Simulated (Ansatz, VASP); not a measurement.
# Two plane-wave programs on BaTiO3

```
Ti O Ba
1.0
     3.96986    0.00000    0.00000
     0.00000    3.96986    0.00000
     0.00000    0.00000   24.92472
Ti O Ba
3 9 3
Cartesian
  1.9849 1.9849 7.6182
  1.9849 1.9849 11.5016
  1.9849 1.9849 15.5010
  1.9849 0.0000 7.5102
  0.0000 1.9849 7.5102
  1.9849 1.9849 9.4715
  1.9849 0.0000 11.4776
  0.0000 1.9849 11.4776
  1.9849 1.9849 13.4463
  1.9849 0.0000 15.4759
  0.0000 1.9849 15.4759
  1.9849 1.9849 17.3908
  0.0000 0.0000 9.3728
  0.0000 0.0000 13.4070
  0.0000 0.0000 17.3212
```

Alike in both runs: functional PBEsol; k mesh 7 × 7 × 1; occupations gaussian, width 0.05 eV; no spin polarisation.

Ansatz relaxed the structure, and its values are those at the end. VASP's run is a single point on that final structure, the one shown.

```csv
,VASP,Ansatz
version,VASP 6.6.1,Ansatz 0.2.0
potentials or method,"VASP PAW PBE potentials, release 64 (Ti_sv, O, Ba_sv), cutoff 520 eV","scalar-relativistic, plane waves, PAW"
valence electrons in the cell,120,120
```

```csv
,VASP,Ansatz,Ansatz less VASP
gap on the k mesh at the Fermi level (eV),0.46,0.51,+0.052
least direct gap on the mesh (eV),1.03,1.07,+0.035
rms of the force components (eV/Å),0.051,0.001,-0.0492
```

VASP's potentials were made for PBE, not for PBEsol. The functional is the same, so the differences come from potentials, cutoffs and numerics. Ansatz's warnings: xc potential rough in thin density.

Neither program's run includes spin-orbit coupling.
